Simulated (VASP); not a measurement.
The system is CaSe.

```
Ca Se
1.0
     0.00000    2.96753    2.96753
     2.96753    0.00000    2.96753
     2.96753    2.96753    0.00000
Ca Se
1 1
Direct
  0.00000 0.00000 0.00000
  0.50000 0.50000 0.50000
```

Program: VASP 6.6.1. Alike in all runs: task single point; no spin polarisation; cell as given; k mesh 8 × 8 × 8; cutoff (eV) 520.

Question: Order these runs on this cell by their band gap on the k mesh, lowest first.
A. level LDA; potentials or basis VASP PAW LDA potentials, release 64 (Ca_sv, Se); smearing gaussian 0.01 eV
B. level r2SCAN; potentials or basis VASP PAW PBE potentials, release 64 (Ca_sv, Se); smearing gaussian 0.01 eV
C. level PBE; potentials or basis VASP PAW PBE potentials, release 64 (Ca_sv, Se); smearing fermi-dirac 0.02 eV

Answer: A (1.89 eV), C (2.05 eV), B (2.52 eV).

A k mesh can miss the band edges.
